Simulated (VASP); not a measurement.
Runs of VASP 6.6.1 on Co. The structure is that of space group Fd-3m (No. 227), or close to it. The cells are those of the table. 

```csv
task,potentials or basis,spin,cell,k mesh,cutoff (eV),second run,gap on the mesh (eV),pressure (GPa),moment (μB)
single point,"VASP PAW PBE potentials, release 64 (Co)",off,"a = 3.483 Å, angles 60.0°, 2 atoms",12 × 12 × 12,520,-,none,-1.0,-
single point,"VASP PAW PBE potentials, release 64 (Co)",off,"a = 3.483 Å, angles 60.0°, 2 atoms",18 × 18 × 18,520,-,none,-1.0,-
single point,"VASP PAW PBE potentials, release 64 (Co)","collinear, ferromagnetic start","a = 3.492 Å, angles 60.0°, 2 atoms",6 × 6 × 6,520,-,none,1.6,1.76
single point,"VASP PAW PBE potentials, release 64 (Co_sv)",off,"a = 3.436 Å, angles 60.0°, 2 atoms",12 × 12 × 12,600,valence_matched,none,3.1,-
single point,"VASP PAW PBE potentials, release 64 (Co_sv)",off,"a = 3.387 Å, angles 60.0°, 2 atoms",12 × 12 × 12,600,valence_matched,none,(b),-
single point,"VASP PAW PBE potentials, release 64 (Co)","non-collinear, zero start, SOC","a = 3.483 Å, angles 60.0°, 2 atoms",11 × 11 × 11,520,-,-,-0.9,0.00
relaxation of cell and atoms,"VASP PAW PBE potentials, release 64 (Co)",off,"relaxed from a = 3.484 Å, angles 60.0°, 2 atoms",11 × 11 × 11,600,-,none,0.0,-
single point,"VASP PAW PBE potentials, release 64 (Co)",off,"a = 3.387 Å, angles 60.0°, 2 atoms",12 × 12 × 12,520,-,none,(a),-
```

Alike in all rows: level PBE; smearing fermi-dirac 0.1 eV.

Problem. Fill in the values left out.

Solution. (a) 11.4; (b) 10.3.

Caveats: some runs use coarse meshes.

A gap of «none» marks levels without a gap at the run's occupations.

The runs don't all hold the same shells in valence.
